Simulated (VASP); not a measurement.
# TePb (Pm-3m) in VASP: further runs

The runs below take TePb through single point, with r2SCAN+D3(BJ).

Program: VASP 6.6.1. These are calculated values, not measurements. Logs are shortened: lines on timing, memory, paths and dates and some standing lists are left out, and cuts for length are marked.

## Step 1: The cell of the first run

It takes space group Pm-3m (No. 221, cubic). Conventional cell: a = 4.013 Å, b = 4.013 Å, c = 4.013 Å, α = 90.00°, β = 90.00°, γ = 90.00°. Within 4.6 Å of Te (site symmetry m-3m) lie 8 Pb at 3.48 Å and 6 Te at 4.01 Å. Pb (site symmetry m-3m) has 8 Te at 3.48 Å and 6 Pb at 4.01 Å within 4.6 Å.

## Step 2: Single point, r2SCAN+D3(BJ) (volume scaled by 1.040)

Input file POSCAR:

```
TePb
1.0
    4.0126264478      0.0000000000      0.0000000000
    0.0000000000      4.0126264478      0.0000000000
    0.0000000000      0.0000000000      4.0126264478
Te Pb
1 1
Direct
    0.5000000000      0.5000000000      0.5000000000
    0.0000000000      0.0000000000      0.0000000000
```

Input file INCAR.step1:

```
SYSTEM = TePb
PREC = Accurate
ENCUT = 520
ISMEAR = 0
SIGMA = 0.05
LREAL = .False.
LASPH = .True.
NELM = 80
NBANDS = 17
GGA = PE
ALGO = Normal
EDIFF = 1E-4
LWAVE = .True.
LCHARG = .False.
```

Input file INCAR.step2:

```
SYSTEM = TePb
PREC = Accurate
ENCUT = 520
EDIFF = 1E-6
ISMEAR = 0
SIGMA = 0.05
LREAL = .False.
LASPH = .True.
NELM = 80
ALGO = Normal
ISIF = 2
LWAVE = .False.
LCHARG = .False.
METAGGA = R2SCAN
LMIXTAU = .True.
IVDW = 12
VDW_S6 = 1.0
VDW_S8 = 0.78981345
VDW_A1 = 0.49484001
VDW_A2 = 5.73083694
NBANDS = 17
ISTART = 1
```

Input file KPOINTS:

```
regular mesh
0
Gamma
  8 8 8
  0 0 0
```

Potentials or basis: VASP PAW PBE potentials, release 64 (Te, Pb_d).

Run with:

```console
> cat potpaw_PBE.64/Te/POTCAR potpaw_PBE.64/Pb_d/POTCAR > POTCAR
> cp INCAR.step1 INCAR
> mpirun -np 1 vasp_std > vasp.out
> cp INCAR.step2 INCAR
> mpirun -np 1 vasp_std > vasp.out
```

OUTCAR:

```text
SYSTEM = TePb
   PREC = Accurate
   ENCUT = 520
   EDIFF = 1E-6
   ISMEAR = 0
   LREAL = .False.
   LASPH = .True.
   NELM = 80
   ISIF = 2
   METAGGA = R2SCAN
   IVDW = 12
   ISTART = 1
 IVDW          = 12

 ion  position               nearest neighbor table
   1  0.500  0.500  0.500-   2 3.48   2 3.48   2 3.48   2 3.48   2 3.48   2 3.48   2 3.48   2 3.48

   2  0.000  0.000  0.000-   1 3.48   1 3.48   1 3.48   1 3.48   1 3.48   1 3.48   1 3.48   1 3.48

  LATTYP: Found a simple cubic cell.
 ALAT       =     4.0126264478

  Lattice vectors:

 A1 = (   4.0126264478,   0.0000000000,   0.0000000000)
 A2 = (   0.0000000000,   4.0126264478,   0.0000000000)
 A3 = (   0.0000000000,   0.0000000000,   4.0126264478)

Analysis of symmetry for initial positions (statically):
=====================================================================
 Subroutine PRICEL returns:
 Original cell was already a primitive cell.

 Routine SETGRP: Setting up the symmetry group for a
 simple cubic supercell.

 Subroutine GETGRP returns: Found 48 space group operations
 (whereof 48 operations were pure point group operations)
 out of a pool of 48 trial point group operations.

The static configuration has the point symmetry O_h .

Analysis of symmetry for dynamics (positions and initial velocities):
=====================================================================
 Subroutine PRICEL returns:
 Original cell was already a primitive cell.

 Routine SETGRP: Setting up the symmetry group for a
 simple cubic supercell.

 Subroutine GETGRP returns: Found 48 space group operations
 (whereof 48 operations were pure point group operations)
 out of a pool of 48 trial point group operations.

The dynamic configuration has the point symmetry O_h .

 Subroutine INISYM returns: Found 48 space group operations
 (whereof 48 operations are pure point group operations),
 and found     1 'primitive' translations

----------------------------------------------------------------------------------------

                                     Primitive cell

  volume of cell :      64.6080

  direct lattice vectors                    reciprocal lattice vectors
     4.012626448  0.000000000  0.000000000     0.249213330  0.000000000  0.000000000
     0.000000000  4.012626448  0.000000000     0.000000000  0.249213330  0.000000000
     0.000000000  0.000000000  4.012626448     0.000000000  0.000000000  0.249213330

  length of vectors
     4.012626448  4.012626448  4.012626448     0.249213330  0.249213330  0.249213330

  position of ions in fractional coordinates (direct lattice)
     0.500000000  0.500000000  0.500000000
     0.000000000  0.000000000  0.000000000

  ion indices of the primitive-cell ions
   primitive index   ion index
                 1           1
                 2           2

----------------------------------------------------------------------------------------

 KPOINTS: regular mesh

Automatic generation of k-mesh.
 Grid dimensions read from file:
 generate k-points for:    8    8    8

 Generating k-lattice:

  Cartesian coordinates                     Fractional coordinates (reciprocal lattice)
     0.031151666  0.000000000  0.000000000     0.125000000  0.000000000  0.000000000
     0.000000000  0.031151666  0.000000000     0.000000000  0.125000000  0.000000000
     0.000000000  0.000000000  0.031151666     0.000000000  0.000000000  0.125000000

  Length of vectors
     0.031151666  0.031151666  0.031151666

  Shift w.r.t. Gamma in fractional coordinates (k-lattice)
     0.000000000  0.000000000  0.000000000

 Subroutine IBZKPT returns following result:
 ===========================================

 Found     35 irreducible k-points:

 Following reciprocal coordinates:
            Coordinates               Weight
  0.000000  0.000000  0.000000      1.000000
  0.125000  0.000000  0.000000      6.000000
  0.250000  0.000000  0.000000      6.000000
  0.375000  0.000000  0.000000      6.000000
  0.500000  0.000000  0.000000      3.000000
  0.125000  0.125000  0.000000     12.000000
[... 16 lines left out ...]
  0.375000  0.375000  0.125000     24.000000
  0.500000  0.375000  0.125000     24.000000
 [... further k-points ...]
   k-points           NKPTS =     35   k-points in BZ     NKDIM =     35   number of bands    NBANDS=     17
   number of dos      NEDOS =    301   number of ions     NIONS =      2
   total plane-waves  NPLWV =  27000
   dimension x,y,z NGX =    30 NGY =   30 NGZ =   30
   dimension x,y,z NGXF=    60 NGYF=   60 NGZF=   60
   ions per type =               1   1
   NGX,Y,Z   is equivalent  to a cutoff of  12.43, 12.43, 12.43 a.u.
   NGXF,Y,Z  is equivalent  to a cutoff of  24.86, 24.86, 24.86 a.u.
 SYSTEM =  TePb
   PREC   = accura    normal or accurate (medium, high low for compatibility)
   ISTART =      1    job   : 0-new  1-cont  2-samecut
   ICHARG =      0    charge: 1-file 2-atom 10-const
   ISPIN  =      1    spin polarized calculation?
   LNONCOLLINEAR =      F non collinear calculations
   LSORBIT =      F    spin-orbit coupling
   LASPH  =      T    aspherical Exc in radial PAW
   ENCUT  =  520.0 eV  38.22 Ry    6.18 a.u.   7.46  7.46  7.46*2*pi/ulx,y,z
   NELM   =     80;   NELMIN=  2; NELMDL=  0     # of ELM steps
   EDIFF  = 0.1E-05   stopping-criterion for ELM
   LREAL  =      F    real-space projection
   EDIFFG = 0.1E-04   stopping-criterion for IOM
   NSW    =      0    number of steps for IOM
   IBRION =     -1    ionic relax: 0-MD 1-quasi-New 2-CG
   NFREE  =      0    steps in history (QN), initial steepest desc. (CG)
   ISIF   =      2    stress and relaxation
   ISYM   =      2    0-nonsym 1-usesym 2-fastsym
   POTIM  = 0.5000    time-step for ionic-motion
   TEBEG  =    0.0;   TEEND  =   0.0 temperature during run
   PSTRESS=    0.0 pullay stress
   NELECT =      20.0000    total number of electrons
   NUPDOWN=      -1.0000    fix difference up-down
   EMIN   =  10.00;   EMAX   =-10.00  energy-range for DOS
   EFERMI =   0.00;   METHOD = LEGACY
   ISMEAR =     0;   SIGMA  =   0.05  broadening in eV -4-tet -1-fermi 0-gaus
   EFERMI_NEDOS =   21; number of points for ismear=-14 and -15
   IALGO  =     38    algorithm
   IMIX   =      4    mixing-type and parameters
     AMIX     =   0.40;   BMIX     =  1.00
     AMIX_MAG =   1.60;   BMIX_MAG =  1.00
  volume/ion in A,a.u.               =      32.30       218.00
  Fermi-wavevector in a.u.,A,eV,Ry     =   1.107447  2.092770 16.686699  1.226438
  Thomas-Fermi vector in A             =   2.243961
   LORBIT       =      0    0 simple, 1 ext, 2 COOP (PROOUT), +10 PAW based schemes
   METAGGA = R2SCAN    functional components
   LHFCALC =     F    Hartree Fock is set to
   AEXX    =    0.0000 exact exchange contribution
   IVDW    =    12    specifies the selected vdW correction
   LEPSILON=     F    determine dielectric tensor
   LRPA    =     F    only Hartree local field effects (RPA)
 non-spin polarized calculation
 Gauss-broadening in eV      SIGMA  =   0.05
  energy-cutoff  :      520.00
  volume of cell :       64.61
 maximum number of plane-waves:      1763
 NGX is ok and might be reduce to    30
   NGX = 15   NGY = 15   NGZ = 15

 number of electron      20.0000011 magnetization

 Free energy of the ion-electron system (eV)
  ---------------------------------------------------
  ext. energy  EPLUGINS =         0.00000000
  ---------------------------------------------------
  free energy    TOTEN  =       -82.15333556 eV

  energy without entropy =      -82.15174198  energy(sigma->0) =      -82.15253877

 E-fermi :   6.1583     XC(G=0): -10.1332

 val. band max:        6.1185457362   @ k =   0.5000   0.5000   0.3750
 cond. band min:       6.1614721112   @ k =   0.5000   0.2500   0.0000
 fundamental gap:      0.0429263749
 Fermi energy:         6.1583391021

 k-point     1 :       0.0000    0.0000    0.0000
  band No.  band energies     occupation
      1     -11.6874      2.00000
      2     -11.6874      2.00000
      3     -11.6046      2.00000
      4     -11.6046      2.00000
      5     -11.6046      2.00000
      6      -6.3698      2.00000
[... 9 lines left out ...]
     16      16.9985      0.00000
     17      17.6497      0.00000

 k-point     2 :       0.1250    0.0000    0.0000
  band No.  band energies     occupation
      1     -11.6869      2.00000
      2     -11.6776      2.00000
      3     -11.6083      2.00000
      4     -11.6083      2.00000
      5     -11.6044      2.00000
      6      -6.2405      2.00000
[... 9 lines left out ...]
     16      17.1954      0.00000
     17      17.2025      0.00000

 k-point     3 :       0.2500    0.0000    0.0000
  band No.  band energies     occupation
      1     -11.6857      2.00000
      2     -11.6540      2.00000
      3     -11.6172      2.00000
      4     -11.6172      2.00000
      5     -11.6037      2.00000
      6      -5.8673      2.00000
[... 9 lines left out ...]
     16      15.5704      0.00000
     17      17.2430      0.00000

 k-point     4 :       0.3750    0.0000    0.0000
  band No.  band energies     occupation
      1     -11.6846      2.00000
      2     -11.6304      2.00000
      3     -11.6260      2.00000
      4     -11.6260      2.00000
      5     -11.6030      2.00000
      6      -5.3259      2.00000
[... 9 lines left out ...]
     16      16.2068      0.00000
     17      17.8807      0.00000
[... 343 lines left out ...]
      1     -11.6535      2.00000
      2     -11.6511      2.00000
      3     -11.6323      2.00000
      4     -11.6175      2.00000
      5     -11.6038      2.00000
      6      -4.5500      2.00000
[... 9 lines left out ...]
     16      15.0813      0.00000
     17      16.6156      0.00000

 k-point    23 :       0.3750    0.3750    0.1250
  band No.  band energies     occupation
      1     -11.6604      2.00000
      2     -11.6456      2.00000
      3     -11.6270      2.00000
      4     -11.6259      2.00000
      5     -11.5964      2.00000
      6      -4.4624      2.00000
[... 9 lines left out ...]
     16      15.4649      0.00000
     17      16.6448      0.00000

 k-point    24 :       0.5000    0.3750    0.1250
  band No.  band energies     occupation
      1     -11.6661      2.00000
      2     -11.6433      2.00000
      3     -11.6299      2.00000
      4     -11.6255      2.00000
      5     -11.5881      2.00000
      6      -4.2800      2.00000
[... 9 lines left out ...]
     16      15.6468      0.00000
     17      16.4003      0.00000

 [... further k-points ...]

------------------------ aborting loop because EDIFF is reached ----------------------------------------

 Edisp (eV)   -0.39485

 E8    (eV) :    -0.1519

  FORCE on cell =-STRESS in cart. coord.  units (eV):
  Direction    XX          YY          ZZ          XY          YZ          ZX
  --------------------------------------------------------------------------------------
  -------------------------------------------------------------------------------------
  Total      -0.51052    -0.51052    -0.51052     0.00000    -0.00000     0.00000
  in kB     -12.65999   -12.65999   -12.65999     0.00000    -0.00000     0.00000
  external pressure =      -12.66 kB  Pullay stress =        0.00 kB

 VOLUME and BASIS-vectors are now :
 -----------------------------------------------------------------------------
  energy-cutoff  :      520.00
  volume of cell :       64.61
      direct lattice vectors                 reciprocal lattice vectors
     4.012626448  0.000000000  0.000000000     0.249213330  0.000000000  0.000000000
     0.000000000  4.012626448  0.000000000     0.000000000  0.249213330  0.000000000
     0.000000000  0.000000000  4.012626448     0.000000000  0.000000000  0.249213330

 POSITION                                       TOTAL-FORCE (eV/Angst)
 -----------------------------------------------------------------------------------
      2.00631      2.00631      2.00631         0.000000      0.000000      0.000000
      0.00000      0.00000      0.00000         0.000000      0.000000      0.000000
 -----------------------------------------------------------------------------------
    total drift:                               -0.000000     -0.000000     -0.000000

  FREE ENERGIE OF THE ION-ELECTRON SYSTEM (eV)
  ---------------------------------------------------
  free  energy   TOTEN  =       -82.5481900286 eV

  energy  without entropy=      -82.5465964539  energy(sigma->0) =      -82.54739324
```

Wall time 2.7 min (1 thread of AMD EPYC 7R13 (Zen 3), shared host); peak memory 0.15 GiB.

Results:

```
Free energy                : -82.5482 eV
Pressure                   : -1.3 GPa
Band gap on the k mesh     : zero (band 10 reaches 6.36 eV, above the bottom of band 11 at 5.30 eV)
Dispersion energy per atom : -0.197 eV
```

Caveat: the PAW data sets were made with another functional, which shifts forces and pressure a little; spin-orbit coupling is left out, which moves the levels of the heavy elements; pairwise dispersion overbinds metals, which lowers pressure and volume.

(Part 1 of 2 ends here.)
